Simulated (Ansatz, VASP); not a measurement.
PbSe: VASP beside Ansatz

POSCAR

```
PbSe
1.0
    0.0000000000     11.6728171633      3.0488374166
    2.9437839961      0.0000000000      3.0488374166
    2.9437839961     11.6728171633      0.0000000000
Pb Se
2 2
Direct
    0.1642222632      0.7868438527      0.2131561473
    0.7868438527      0.1642222632      0.8357777368
    0.6853914507      0.3295434334      0.6704565666
    0.3295434334      0.6853914507      0.3146085493
```

Contents of INCAR.step1:

```
PREC = Accurate
ENCUT = 520
ISMEAR = 0
SIGMA = 0.02
LREAL = False
LASPH = True
NELM = 80
NBANDS = 28
GGA = PE
ALGO = Normal
EDIFF = 1E-4
LWAVE = True
LCHARG = False
```

The input INCAR.step2:

```
PREC = Accurate
ENCUT = 520
EDIFF = 1E-6
ISMEAR = 0
SIGMA = 0.02
LREAL = False
LASPH = True
NELM = 80
ALGO = Normal
ISIF = 2
LWAVE = False
LCHARG = False
METAGGA = R2SCAN
LMIXTAU = True
NBANDS = 28
ISTART = 1
```

The input KPOINTS:

```
Automatic mesh
0
Gamma
  6 6 6
```

Input for Ansatz:

```yaml
crystal:
  lattice:
    - [0.0, 11.6728171633, 3.0488374166]
    - [2.9437839961, 0.0, 3.0488374166]
    - [2.9437839961, 11.6728171633, 0.0]
  atoms:
    - { symbol: Pb, position: [0.1642222632, 0.7868438527, 0.2131561473] }
    - { symbol: Pb, position: [0.7868438527, 0.1642222632, 0.8357777368] }
    - { symbol: Se, position: [0.6853914507, 0.3295434334, 0.6704565666] }
    - { symbol: Se, position: [0.3295434334, 0.6853914507, 0.3146085493] }
basis:
  ecutwfc: 500
kpoints:
  mp_grid: { grid: [6, 6, 6] }
hamiltonian:
  xc: r2scan
scf:
  occupations: { method: gaussian, width: 0.02 }
output:
  forces: true
  stress: true
  eigenvalues: true
```

Alike in both runs: task single point; functional r2SCAN; k mesh 6 × 6 × 6; occupations gaussian, width 0.02 eV; no spin polarisation.

|  | VASP | Ansatz |
| --- | --- | --- |
| version | VASP 6.6.1 | Ansatz 0.2.0 |
| potentials or method | VASP PAW PBE potentials, release 64 (Pb_d, Se), cutoff 520 eV | scalar-relativistic, plane waves, PAW |
| valence electrons in the cell | 40 | 60 |

Ansatz gave:

* gap on the k mesh at the Fermi level (eV): 1.38
* least direct gap on the mesh (eV): 1.38
* pressure (GPa): 0.9
* traceless stress, the component that is largest in VASP (GPa): -3.00
* rms of the force components (eV/Å): 0.271

Which values does VASP return?

gap on the k mesh at the Fermi level (eV): 1.38; least direct gap on the mesh (eV): 1.38; pressure (GPa): 0.9; traceless stress, the component that is largest in VASP (GPa): -3.01; rms of the force components (eV/Å): 0.269.

VASP's potentials were made for PBE, not for r2SCAN. Atom by atom the forces differ by 0.006 eV/Å (rms over components). VASP's potentials hold 40 valence electrons a cell and Ansatz's 60, so a difference there can come from the potentials and not from the codes.

Spin-orbit coupling is off throughout.
